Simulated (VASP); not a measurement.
Set up this calculation in VASP 6.6.1, as the native input.

* Task: single point
* Functional: PBE
* Potentials or basis: VASP PAW PBE potentials, release 64 (W_sv, C, N, H)
* Cutoff: 520 eV
* k mesh: 2 × 2 × 1
* Occupations: fermi-dirac, width 0.15 eV
* Spin: no spin polarisation
* Dipole correction: no
* Further INCAR settings: LREAL = Auto; ALGO = Normal; EDIFF = 1e-07; NBANDS = 130

The structure of HW12C12N lies in POSCAR:

```
HW12C12N
1.0
    5.7190200000      0.0000000000      0.0000000000
    0.0000000000      5.6126800000      0.0000000000
    0.0000000000      0.0000000000     20.6037550000
W C N H
12 12 1 1
Direct
    0.0000000000      0.0000000000      0.0485348423
    0.2525607534     -0.0094429043      0.1692312882
   -0.0082531623     -0.0092825531      0.2933882683
    0.0000000000      0.4999928733      0.0485348423
    0.2526306955      0.5064603719      0.1692507021
   -0.0101940542      0.5120370304      0.2933834148
    0.4999982514      0.0000000000      0.0485348423
    0.7498837213     -0.0008195728      0.1699398969
    0.5113988061     -0.0207565726      0.2952520062
    0.4999982514      0.4999928733      0.0485348423
    0.7492892139      0.4992980181      0.1695613251
    0.5192148305      0.5292658766      0.2992561307
   -0.0011890149      0.2485265506      0.1235891225
    0.2307388329      0.2625305558      0.2608505100
   -0.3370157824      0.1653577257      0.4776410902
   -0.0042839507      0.7505505391      0.1226815209
    0.2406356334      0.7529558072      0.2442176196
    0.1072561383      0.7564835337      0.3683648927
    0.5041423181      0.2505754827      0.1248752958
    0.7214872478      0.2583436077      0.2663834820
    0.2638039384      0.2244738699      0.3375015865
    0.5086710660      0.7499982183      0.1228659533
    0.7297229246      0.7400208100      0.2434313551
    0.5346720242      0.7622739939      0.3712527158
    0.8151571423      0.2543704612      0.4479329132
    2.6638130309     -0.0501008431      0.5053884595
```

The input as run:

INCAR

```
SYSTEM = HW12C12N
PREC = Accurate
ENCUT = 520
EDIFF = 1E-7
ISMEAR = -1
SIGMA = 0.15
LREAL = Auto
LASPH = .TRUE.
NELM = 100
ALGO = Normal
ISIF = 2
LWAVE = .FALSE.
LCHARG = .FALSE.
GGA = PE
NBANDS = 130
```

KPOINTS

```
regular mesh
0
G
  2 2 1
  0 0 0
```

Potentials or basis: VASP PAW PBE potentials, release 64 (W_sv, C, N, H).

Command:

```sh
$ cat potpaw_PBE.64/W_sv/POTCAR potpaw_PBE.64/C/POTCAR potpaw_PBE.64/N/POTCAR potpaw_PBE.64/H/POTCAR > POTCAR
$ mpirun -np 1 vasp_std > vasp.out
```

It gave:

| Item | Value |
| --- | --- |
| Largest force | 6.305 eV/Å |
| Band gap on the k mesh | zero (bands 111 and 112 overlap by 0.34 eV) |

Caveat: the k points lie up to 0.56 Å⁻¹ apart; spin-orbit coupling is left out, which moves the levels of the heavy elements.

Run time: 17 min on 1 thread of Intel(R) Xeon(R) Platinum 8259CL CPU @ 2.50GHz (Skylake/Cascade Lake) (shared host), peak memory 0.8 GiB.
